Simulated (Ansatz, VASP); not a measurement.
# BaAl2Os: VASP beside Ansatz

```
Ba Al Os
1.0
     2.17130    1.25360    6.03531
    -2.17130    1.25360    6.03531
     0.00000   -2.50721    6.03531
Ba Al Os
1 2 1
Direct
  0.00000 0.00000 0.00000
  0.19399 0.19399 0.19399
  0.80601 0.80601 0.80601
  0.50000 0.50000 0.50000
```

Alike in both runs: functional PBE; k mesh 6 × 6 × 6; occupations gaussian, width 0.1 eV; no spin polarisation.

Ansatz relaxed the structure, and its values are those at the end. VASP's run is a single point on that final structure, the one shown.

```csv
,VASP,Ansatz
version,VASP 6.6.1,Ansatz 0.2.0
potentials or method,"VASP PAW PBE potentials, release 64 (Ba_sv, Al, Os), cutoff 520 eV","scalar-relativistic, plane waves, PAW"
valence electrons in the cell,24,32
```

```csv
,VASP,Ansatz,Ansatz less VASP
gap on the k mesh at the Fermi level (eV),none,none,-
pressure (GPa),0.3,0.0,-0.24
```

A gap of «none» marks a metal or a gap that the smearing closes. VASP's potentials hold 24 valence electrons a cell and Ansatz's 32, so a difference there can come from the potentials and not from the codes.

Spin-orbit coupling is off throughout.
